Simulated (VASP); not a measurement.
## Ca2Ti: single point with PBE

Crystal: Ca2Ti.

```
CELL_PARAMETERS angstrom
4.58234 0.00000 0.00000
0.00000 4.58234 0.00000
0.00000 0.00000 9.16758
ATOMIC_POSITIONS crystal
Ca 0.00000 0.00000 0.00000
Ca 0.50000 0.50000 0.00000
Ca 0.50000 0.00000 0.63674
Ca 0.00000 0.50000 0.36326
Ti 0.50000 0.00000 0.26996
Ti 0.00000 0.50000 0.73004
```

| Property | Result |
| --- | --- |
| Program | VASP 6.6.1 |
| Task | single point |
| Functional | PBE |
| Potentials or basis | VASP PAW PBE potentials, release 64 (Ca_sv, Ti_sv) |
| Cutoff | 520 eV |
| k mesh | 4 × 4 × 2 |
| Occupations | gaussian, width 0.1 eV |
| Spin | no spin polarisation |

* Pressure: 0.0 GPa
* Largest force: 0.004 eV/Å
* Band gap on the k mesh: zero (band 32 reaches 3.13 eV, above the bottom of band 33 at 2.94 eV)

Forces in eV/Å, atoms in the order of the input:
```
Ca   0.000  0.000  0.000
Ca   0.000  0.000  0.000
Ca   0.000  0.000  0.004
Ca   0.000  0.000 -0.004
Ti   0.000  0.000  0.002
Ti   0.000  0.000 -0.002
```

Stress tensor (GPa, compression positive):
```
-0.01  0.00  0.00
 0.00 -0.01  0.00
 0.00  0.00 -0.11
```

Levels at points of the mesh, in eV from the Fermi level:
| k point | band 29 | band 30 | band 31 | band 32 | band 33 | band 34 | band 35 | band 36 |
| --- | --- | --- | --- | --- | --- | --- | --- | --- |
| (0.00, 0.00, 0.00) | -0.68 | -0.32 | -0.21 | 0.15 | 0.27 | 0.27 | 0.30 | 0.30 |
| (0.50, 0.00, 0.00) | -0.87 | -0.87 | -0.08 | -0.08 | 0.22 | 0.22 | 0.33 | 0.33 |
| (0.50, 0.50, 0.00) | -0.72 | -0.72 | -0.40 | -0.40 | 0.34 | 0.34 | 0.54 | 0.54 |
| (0.00, 0.00, 0.50) | -0.62 | -0.51 | -0.18 | 0.08 | 0.08 | 0.24 | 0.25 | 0.40 |
| (0.50, 0.00, 0.50) | -0.47 | -0.47 | -0.05 | -0.05 | 0.21 | 0.21 | 0.33 | 0.33 |
| (0.50, 0.50, 0.50) | -0.65 | -0.65 | -0.43 | -0.43 | 0.39 | 0.39 | 0.58 | 0.59 |

Wall time 9.4 min on 1 thread of AMD EPYC 7R43 64-Core Processor (Zen 3), with other jobs on the host, peak memory 0.31 GiB.
